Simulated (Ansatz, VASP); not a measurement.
One calculation of Zn, two programs

```
CELL_PARAMETERS angstrom
2.59808 0.00000 0.00000
0.00000 2.59808 0.00000
0.00000 0.00000 2.59808
ATOMIC_POSITIONS crystal
Zn 0.00000 0.00000 0.00000
```

Alike in both runs: functional PBEsol; k mesh 6 × 6 × 6; occupations gaussian, width 0.1 eV; no spin polarisation.

Ansatz relaxed the structure, and its values are those at the end. VASP's run is a single point on that final structure, the one shown.

|  | VASP | Ansatz |
| --- | --- | --- |
| version | VASP 6.6.1 | Ansatz 0.2.0 |
| potentials or method | VASP PAW PBE potentials, release 64 (Zn), cutoff 520 eV | scalar-relativistic, plane waves, PAW |
| valence electrons in the cell | 12 | 12 |

VASP gave:

- gap on the k mesh at the Fermi level (eV): none
- pressure (GPa): 0.3

Question: What did Ansatz give for the same quantities?

Answer: gap on the k mesh at the Fermi level (eV): none; pressure (GPa): -0.1.

VASP's potentials were made for PBE, not for PBEsol. A gap of «none» marks a metal or a gap that the smearing closes.

The k mesh is coarse, so the values compare programs but aren't converged.
